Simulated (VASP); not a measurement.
Wanted: the native input for a VASP 6.6.1 run.

- Task: single point
- Functional: PBEsol
- Potentials or basis: VASP PAW PBE potentials, release 64 (Gd, O)
- Cutoff: 520 eV
- k mesh: 6 × 6 × 6
- Occupations: gaussian, width 0.05 eV
- Spin: collinear spin, ferrimagnetic start
- Starting moments: [7.41, -0.12] μB
- Hubbard terms: Gd f U = 8.0 eV
- Dipole correction: no
- Further INCAR settings: ALGO = Normal; EDIFF = 1e-06; NBANDS = 23

The structure of GdO lies in POSCAR:

```
GdO
1.0
    0.0000000000      2.7000000000      2.7000000000
    2.7000000000      0.0000000000      2.7000000000
    2.7000000000      2.7000000000      0.0000000000
Gd O
1 1
Direct
    0.0000000000      0.0000000000      0.0000000000
    0.2500000000      0.2500000000      0.2500000000
```

These files were run (other wordings do the same):

INCAR

```
PREC = Accurate
ENCUT = 520
EDIFF = 1E-6
ISMEAR = 0
SIGMA = 0.05
LREAL = False
LASPH = True
NELM = 150
ALGO = Normal
ISIF = 2
LWAVE = False
LCHARG = True
ISPIN = 2
MAGMOM = 7.41 -0.12
LORBIT = 11
LMAXMIX = 6
LDAU = True
LDAUTYPE = 2
LDAUL = 3 -1
LDAUU = 8 0
LDAUJ = 0 0
LDAUPRINT = 1
GGA = PS
LELF = True
LVHAR = True
NBANDS = 23
```

KPOINTS

```
regular mesh
0
Gamma
  6 6 6
```

Potentials or basis: VASP PAW PBE potentials, release 64 (Gd, O).

Launch:

```console
$ cat potpaw_PBE.64/Gd/POTCAR potpaw_PBE.64/O/POTCAR > POTCAR
$ mpirun -np 1 vasp_std > vasp.out
```

Results of the run:

* Pressure: -3.6 GPa
* Net moment: 7.92 μB per cell
* Site moments: Gd +7.08; O -0.01 μB
* Valence electrons inside the program's atomic spheres: Gd 15.14; O 4.98

Caveat: the PAW data sets were made with another functional, which shifts forces and pressure a little; a cell with one magnetic atom can't hold antiferromagnetic order, which such compounds often take.

Wall time 43 s on 1 thread of Intel Xeon 6975P-C (shared host), peak memory 0.19 GiB.
